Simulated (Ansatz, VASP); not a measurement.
RbBr: VASP beside Ansatz

```
Rb Br
1.0
     0.00000    3.42750    3.70170
     3.42750    0.00000    3.70170
     3.42750    3.42750    0.00000
Rb Br
1 1
Cartesian
  0.0000 0.0000 0.0000
  3.4275 3.4275 3.7017
```

Alike in both runs: task single point; functional RPBE; k mesh 6 × 6 × 6; occupations gaussian, width 0.05 eV; no spin polarisation.

|  | VASP | Ansatz |
| --- | --- | --- |
| version | VASP 6.6.1 | Ansatz 0.2.0 |
| potentials or method | VASP PAW PBE potentials, release 64 (Rb_sv, Br), cutoff 520 eV | scalar-relativistic, plane waves, PAW |
| valence electrons in the cell | 16 | 16 |

|  | VASP | Ansatz | Ansatz less VASP |
| --- | --- | --- | --- |
| gap on the k mesh at the Fermi level (eV) | 4.47 | 4.47 | +0.003 |
| pressure (GPa) | 1.3 | 1.2 | -0.02 |
| traceless stress, the component that is largest in VASP (GPa) | -1.14 | -1.13 | +0.010 |

VASP's potentials were made for PBE, not for RPBE.
